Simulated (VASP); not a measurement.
# TaN (P6_3/mmc) in VASP: a series of runs

Runs on TaN. Level: PBE. Tasks: single point.

Everything below comes from runs of VASP 6.6.1. Logs are shortened: lines on timing, memory, paths and dates and some standing lists are left out, and cuts for length are marked.

## 1. The cell of the first run

The structure is hexagonal, space group P6_3/mmc (No. 194). The conventional cell has a = 2.917 Å, b = 2.917 Å, c = 5.915 Å, α = 90.00°, β = 90.00°, γ = 120.00°. Within 3.0 Å of Ta (site symmetry -3m) lie 6 N at 2.24 Å and 8 Ta at 2.92 to 2.96 Å. Within 3.0 Å of N (site symmetry -6m2) lie 6 Ta at 2.24 Å and 6 N at 2.92 Å.

## 2. Single point, PBE

The input, INCAR:

```
PREC = Accurate
ENCUT = 520
EDIFF = 1E-6
ISMEAR = 0
SIGMA = 0.1
LREAL = F
LASPH = T
NELM = 60
ALGO = Normal
ISIF = 2
LWAVE = F
LCHARG = F
GGA = PE
NBANDS = 24
```

The input, KPOINTS:

```
Automatic mesh
0
Gamma
  18 18 8
```

The input, POSCAR:

```
TaN
1.0
    2.9171232581      0.0000000000      0.0000000000
   -1.4585616291      2.5263028475      0.0000000000
    0.0000000000      0.0000000000      5.9149681250
Ta N
2 2
Direct
    0.0000000000      0.0000000000      0.0000000000
    0.0000000000      0.0000000000      0.5000000000
    0.3333333333      0.6666666667      0.2500000000
    0.6666666667      0.3333333333      0.7500000000
```

Potentials or basis: VASP PAW PBE potentials, release 64 (Ta_pv, N).

Launch:

```
cat potpaw_PBE.64/Ta_pv/POTCAR potpaw_PBE.64/N/POTCAR > POTCAR
mpirun -np 1 vasp_std > vasp.out
```

OUTCAR:

```text
PREC = Accurate
   ENCUT = 520
   EDIFF = 1E-6
   ISMEAR = 0
   LREAL = F
   LASPH = T
   NELM = 60
   ISIF = 2
   GGA = PE

 ion  position               nearest neighbor table
   1  0.000  0.000  0.000-   3 2.24   4 2.24   4 2.24   3 2.24   4 2.24   3 2.24   2 2.96   2 2.96

   2  0.000  0.000  0.500-   3 2.24   4 2.24   4 2.24   3 2.24   4 2.24   3 2.24   1 2.96   1 2.96

   3  0.333  0.667  0.250-   1 2.24   2 2.24   1 2.24   2 2.24   1 2.24   2 2.24
   4  0.667  0.333  0.750-   1 2.24   2 2.24   1 2.24   2 2.24   1 2.24   2 2.24

  LATTYP: Found a hexagonal cell.
 ALAT       =     2.9171232581
 C/A-ratio  =     2.0276716483

  Lattice vectors:

 A1 = (   2.9171232581,   0.0000000000,   0.0000000000)
 A2 = (  -1.4585616291,   2.5263028475,   0.0000000000)
 A3 = (   0.0000000000,   0.0000000000,   5.9149681250)

Analysis of symmetry for initial positions (statically):
=====================================================================
 Subroutine PRICEL returns:
 Original cell was already a primitive cell.

 Routine SETGRP: Setting up the symmetry group for a
 hexagonal supercell.

 Subroutine GETGRP returns: Found 24 space group operations
 (whereof 12 operations were pure point group operations)
 out of a pool of 24 trial point group operations.

The static configuration has the point symmetry D_3d.
 The point group associated with its full space group is D_6h.

Analysis of symmetry for dynamics (positions and initial velocities):
=====================================================================
 Subroutine PRICEL returns:
 Original cell was already a primitive cell.

 Routine SETGRP: Setting up the symmetry group for a
 hexagonal supercell.

 Subroutine GETGRP returns: Found 24 space group operations
 (whereof 12 operations were pure point group operations)
 out of a pool of 24 trial point group operations.

The dynamic configuration has the point symmetry D_3d.
 The point group associated with its full space group is D_6h.

 Subroutine INISYM returns: Found 24 space group operations
 (whereof 12 operations are pure point group operations),
 and found     1 'primitive' translations

----------------------------------------------------------------------------------------

                                     Primitive cell

[... 86 lines left out ...]
   ISTART =      0    job   : 0-new  1-cont  2-samecut
   ICHARG =      2    charge: 1-file 2-atom 10-const
   ISPIN  =      1    spin polarized calculation?
   LNONCOLLINEAR =      F non collinear calculations
   LSORBIT =      F    spin-orbit coupling
   LASPH  =      T    aspherical Exc in radial PAW
   ENCUT  =  520.0 eV  38.22 Ry    6.18 a.u.   5.42  5.42 11.00*2*pi/ulx,y,z
   NELM   =     60;   NELMIN=  2; NELMDL= -5     # of ELM steps
   EDIFF  = 0.1E-05   stopping-criterion for ELM
   LREAL  =      F    real-space projection
   EDIFFG = 0.1E-04   stopping-criterion for IOM
   NSW    =      0    number of steps for IOM
   IBRION =     -1    ionic relax: 0-MD 1-quasi-New 2-CG
   NFREE  =      0    steps in history (QN), initial steepest desc. (CG)
   ISIF   =      2    stress and relaxation
   ISYM   =      2    0-nonsym 1-usesym 2-fastsym
   POTIM  = 0.5000    time-step for ionic-motion
   TEBEG  =    0.0;   TEEND  =   0.0 temperature during run
   PSTRESS=    0.0 pullay stress
   NELECT =      32.0000    total number of electrons
   NUPDOWN=      -1.0000    fix difference up-down
   EMIN   =  10.00;   EMAX   =-10.00  energy-range for DOS
   EFERMI =   0.00;   METHOD = LEGACY
   ISMEAR =     0;   SIGMA  =   0.10  broadening in eV -4-tet -1-fermi 0-gaus
   EFERMI_NEDOS =   21; number of points for ismear=-14 and -15
   IALGO  =     38    algorithm
   IMIX   =      4    mixing-type and parameters
     AMIX     =   0.40;   BMIX     =  1.00
     AMIX_MAG =   1.60;   BMIX_MAG =  1.00
  volume/ion in A,a.u.               =      10.90        73.54
  Fermi-wavevector in a.u.,A,eV,Ry     =   1.476819  2.790783 29.674232  2.180995
  Thomas-Fermi vector in A             =   2.591299
   LORBIT       =      0    0 simple, 1 ext, 2 COOP (PROOUT), +10 PAW based schemes
   GGA     = PE    functional components
   LHFCALC =     F    Hartree Fock is set to
   AEXX    =    0.0000 exact exchange contribution
   IVDW    =     0    specifies the selected vdW correction
   LEPSILON=     F    determine dielectric tensor
   LRPA    =     F    only Hartree local field effects (RPA)
 non-spin polarized calculation
 Gauss-broadening in eV      SIGMA  =   0.10
  energy-cutoff  :      520.00
  volume of cell :       43.59
 maximum number of plane-waves:      1221
 NGX is ok and might be reduce to    24
   NGX = 11   NGY = 11   NGZ = 21

 number of electron      32.0000005 magnetization

 Free energy of the ion-electron system (eV)
  ---------------------------------------------------
  ext. energy  EPLUGINS =         0.00000000
  ---------------------------------------------------
  free energy    TOTEN  =       -44.02879687 eV

  energy without entropy =      -44.02323661  energy(sigma->0) =      -44.02601674

 E-fermi :   8.1470     XC(G=0): -13.2867

 val. band max:        8.1420417112   @ k =   0.1667   0.1111   0.5000
 cond. band min:       8.1475265392   @ k =   0.1667   0.1667   0.5000
 fundamental gap:      0.0054848280
 Fermi energy:         8.1470356082

 k-point     1 :       0.0000    0.0000    0.0000
  band No.  band energies     occupation
      1     -27.4598      2.00000
      2     -26.7126      2.00000
      3     -26.4589      2.00000
      4     -26.4589      2.00000
      5     -26.3983      2.00000
      6     -26.3983      2.00000
[... 637 lines left out ...]
     23      14.7266      0.00000
     24      15.7237      0.00000

 [... further k-points ...]
[... 5 lines left out ...]
  --------------------------------------------------------------------------------------
  -------------------------------------------------------------------------------------
  Total        0.1830188      0.1830188      0.2059180     -0.0000000     -0.0000000      0.0000000
  in kB        6.7268791      6.7268791      7.5685434     -0.0000000     -0.0000000      0.0000000
  external PRESSURE =       7.0074339 kB  Pullay stress =       0.0000000 kB

 VOLUME and BASIS-vectors are now :
 -----------------------------------------------------------------------------
  energy-cutoff  :      520.00
  volume of cell :       43.59
      direct lattice vectors                 reciprocal lattice vectors
     2.917123258  0.000000000  0.000000000     0.342803478  0.197917681  0.000000000
    -1.458561629  2.526302847  0.000000000     0.000000000  0.395835361  0.000000000
     0.000000000  0.000000000  5.914968125     0.000000000  0.000000000  0.169062619

 POSITION                                       TOTAL-FORCE (eV/Angst)
 -----------------------------------------------------------------------------------
      0.00000      0.00000      0.00000         0.000000      0.000000      0.000000
      0.00000      0.00000      2.95748         0.000000      0.000000      0.000000
     -0.00000      1.68420      1.47874        -0.000000     -0.000000      0.000000
      1.45856      0.84210      4.43623         0.000000      0.000000     -0.000000
 -----------------------------------------------------------------------------------
    total drift:                               -0.000000      0.000000      0.000000

  FREE ENERGIE OF THE ION-ELECTRON SYSTEM (eV)
  ---------------------------------------------------
  free  energy   TOTEN  =       -44.0287968690 eV

  energy  without entropy=      -44.0232366077  energy(sigma->0) =      -44.02601674
```

stdout:

```text
POSCAR found type information on POSCAR TaN
 POSCAR found :  2 types and       4 ions
 scaLAPACK will be used
 LDA part: xc-table for (Slater+PW92), standard interpolation
 POSCAR, INCAR and KPOINTS ok, starting setup
 FFT: planning ... GRIDC
 FFT: planning ... GRID_SOFT
 FFT: planning ... GRID
 WAVECAR not read
 entering main loop
```

Wall time 2.1 min (1 thread of Intel Xeon Platinum 8488C (Sapphire Rapids), shared host); peak memory 0.29 GiB.

What came out:

```yaml
Free_energy: -44.0288 eV
Pressure: 0.7 GPa
Band_gap_on_the_k_mesh: zero (band 16 reaches 8.68 eV, above the bottom of band 17 at 7.70 eV)
```

Stress tensor (GPa, compression positive):
```
0.67 0.00 0.00
0.00 0.67 0.00
0.00 0.00 0.76
```

Caveat: spin-orbit coupling is left out, which moves the levels of the heavy elements.

## 3. Single point, PBE (volume scaled by 1.03, then relaxed in part)

The input, INCAR:

```
PREC = Accurate ; ENCUT = 520
EDIFF = 1E-6 ; ISMEAR = 0
SIGMA = 0.1 ; LREAL = False
LASPH = True ; NELM = 100
ALGO = Normal ; ISIF = 2
LWAVE = False ; LCHARG = False
GGA = PE ; NBANDS = 24
```

KPOINTS is that of step 2.

The input, POSCAR:

```
TaN
1.0
    2.9481375061      0.0000000000      0.0000000000
   -1.4740687531      2.5531619741      0.0000000000
    0.0000000000      0.0000000000      5.9649076104
Ta N
2 2
Direct
    0.0000000000      0.0000000000      0.0000000000
    0.0000000000      0.0000000000      0.5000000000
    0.3333333333      0.6666666667      0.2500000000
    0.6666666667      0.3333333333      0.7500000000
```

Potentials or basis: VASP PAW PBE potentials, release 64 (Ta_pv, N).

Launch:

```
cat potpaw_PBE.64/Ta_pv/POTCAR potpaw_PBE.64/N/POTCAR > POTCAR
mpirun -np 1 vasp_std > vasp.out
```

Wall time 3.1 min (1 thread of Intel Xeon Platinum 8488C (Sapphire Rapids), shared host); peak memory 0.29 GiB.

The run converged. Its results:

- Free energy: -43.9972 eV
- Pressure: -8.4 GPa
- Band gap on the k mesh: zero (band 16 reaches 8.36 eV, above the bottom of band 17 at 7.43 eV)

Levels at points of the mesh, in eV from the Fermi level:
| k point | band 12 | band 13 | band 14 | band 15 | band 16 | band 17 | band 18 | band 19 | band 20 | band 21 |
| --- | --- | --- | --- | --- | --- | --- | --- | --- | --- | --- |
| (0.00, 0.00, 0.00) | -4.17 | -3.44 | -1.95 | -1.95 | -0.22 | -0.22 | 0.54 | 0.54 | 2.26 | 2.82 |
| (0.50, 0.00, 0.00) | -5.24 | -4.12 | -3.57 | -2.76 | -2.04 | 2.74 | 3.73 | 4.61 | 4.90 | 5.18 |
| (0.00, 0.00, 0.50) | -3.76 | -3.76 | -3.76 | -0.63 | -0.63 | 0.95 | 0.95 | 0.95 | 0.95 | 4.17 |
| (0.50, 0.00, 0.50) | -5.75 | -4.23 | -4.23 | -2.14 | -2.14 | 3.73 | 3.73 | 4.56 | 4.56 | 5.41 |

Caveat: spin-orbit coupling is left out, which moves the levels of the heavy elements.

## 4. Single point, PBE (volume scaled by 1.06, then relaxed in part)

The input, INCAR:

```
SYSTEM = TaN
  ALGO = Normal
  EDIFF = 1E-7
  ENCUT = 520
  GGA = PE
  ISIF = 2
  ISMEAR = 0
  LASPH = .True.
  LCHARG = .True.
  LELF = .True.
  LREAL = .False.
  LVHAR = .True.
  LWAVE = .False.
  NBANDS = 24
  NELM = 80
  PREC = Accurate
  SIGMA = 0.1
```

The input, KPOINTS:

```
k-points
0
Gamma
  18 18 8
  0 0 0
```

The input, POSCAR:

```
TaN
1.0
    2.9785324901      0.0000000000      0.0000000000
   -1.4892662450      2.5794848024      0.0000000000
    0.0000000000      0.0000000000      6.0139962102
Ta N
2 2
Direct
    0.0000000000      0.0000000000      0.0000000000
    0.0000000000      0.0000000000      0.5000000000
    0.3333333333      0.6666666667      0.2500000000
    0.6666666667      0.3333333333      0.7500000000
```

Launch:

```
cat potpaw_PBE.64/Ta_pv/POTCAR potpaw_PBE.64/N/POTCAR > POTCAR
mpirun -np 1 vasp_std > vasp.out
```

Run time: 2.1 min. Hardware: 1 thread of Intel Xeon Platinum 8488C (Sapphire Rapids), shared host; peak memory 0.3 GiB.

The run converged. Its results:

- Free energy: -43.8968 eV
- Pressure: -16.2 GPa
- Band gap on the k mesh: zero (band 16 reaches 8.06 eV, above the bottom of band 17 at 7.16 eV)

Levels at points of the mesh, in eV from the Fermi level:
```csv
k point,band 13,band 14,band 15,band 16,band 17,band 18,band 19,band 20
"(0.00, 0.00, 0.00)",-3.38,-1.93,-1.93,-0.21,-0.21,0.51,0.51,2.20
"(0.50, 0.00, 0.00)",-4.10,-3.45,-2.73,-1.95,2.64,3.52,4.40,4.66
"(0.00, 0.00, 0.50)",-3.68,-3.68,-0.60,-0.60,0.90,0.90,0.90,0.90
"(0.50, 0.00, 0.50)",-4.14,-4.14,-2.08,-2.08,3.57,3.57,4.37,4.37
```

Caveat: spin-orbit coupling is left out, which moves the levels of the heavy elements.

## 5. Single point, PBE (volume scaled by 1.10, then relaxed in part)

The input, INCAR:

```
  PREC = Accurate
  ENCUT = 520
  EDIFF = 1E-7
  ISMEAR = 0
  SIGMA = 0.1
  LREAL = False
  LASPH = True
  NELM = 80
  ALGO = Normal
  ISIF = 2
  LWAVE = False
  LCHARG = False
  GGA = PE
  NBANDS = 24
```

The input, KPOINTS:

```
regular mesh
0
Gamma
  18 18 8
```

The input, POSCAR:

```
TaN
1.0
    3.0181259923      0.0000000000      0.0000000000
   -1.5090629962      2.6137737812      0.0000000000
    0.0000000000      0.0000000000      6.0782690863
Ta N
2 2
Direct
    0.0000000000      0.0000000000      0.0000000000
    0.0000000000      0.0000000000      0.5000000000
    0.3333333333      0.6666666667      0.2500000000
    0.6666666667      0.3333333333      0.7500000000
```

Launch:

```
cat potpaw_PBE.64/Ta_pv/POTCAR potpaw_PBE.64/N/POTCAR > POTCAR
mpirun -np 1 vasp_std > vasp.out
```

It took 2.2 min on 1 thread of Intel Xeon Platinum 8488C (Sapphire Rapids), shared host; peak memory 0.3 GiB.

The run converged. Its results:

* Free energy: -43.6734 eV
* Pressure: -24.8 GPa
* Band gap on the k mesh: zero (band 16 reaches 7.67 eV, above the bottom of band 17 at 6.83 eV)

Levels at points of the mesh, in eV from the Fermi level:
```
           k point  band 12  band 13  band 14  band 15  band 16  band 17  band 18  band 19  band 20  band 21
(0.00, 0.00, 0.00)    -3.89    -3.30    -1.89    -1.89    -0.20    -0.20     0.47     0.47     2.13     2.16
(0.50, 0.00, 0.00)    -4.94    -4.06    -3.29    -2.68    -1.85     2.51     3.25     4.15     4.36     4.67
(0.00, 0.00, 0.50)    -3.57    -3.57    -3.57    -0.56    -0.56     0.85     0.85     0.85     0.85     3.84
(0.50, 0.00, 0.50)    -5.47    -4.02    -4.02    -1.99    -1.99     3.38     3.38     4.13     4.13     4.92
```

Caveat: spin-orbit coupling is left out, which moves the levels of the heavy elements.

## 6. The runs side by side

| cell | gap on the mesh (eV) | pressure (GPa) |
| --- | --- | --- |
| a = 2.917, b = 2.917, c = 5.915 Å, angles 90.0, 90.0, 120.0°, 4 atoms | none | 0.7 |
| a = 2.948, b = 2.948, c = 5.965 Å, angles 90.0, 90.0, 120.0°, 4 atoms | none | -8.4 |
| a = 2.979, b = 2.979, c = 6.014 Å, angles 90.0, 90.0, 120.0°, 4 atoms | none | -16.2 |
| a = 3.018, b = 3.018, c = 6.078 Å, angles 90.0, 90.0, 120.0°, 4 atoms | none | -24.8 |

Alike in all rows: task single point; level PBE; potentials or basis VASP PAW PBE potentials, release 64 (Ta_pv, N); no spin polarisation; k mesh 18 × 18 × 8; cutoff (eV) 520; smearing gaussian 0.1 eV.

Caveats: spin-orbit coupling is left out, which moves the levels of the heavy elements.

Absolute energies hang on the potentials; compare differences alone.
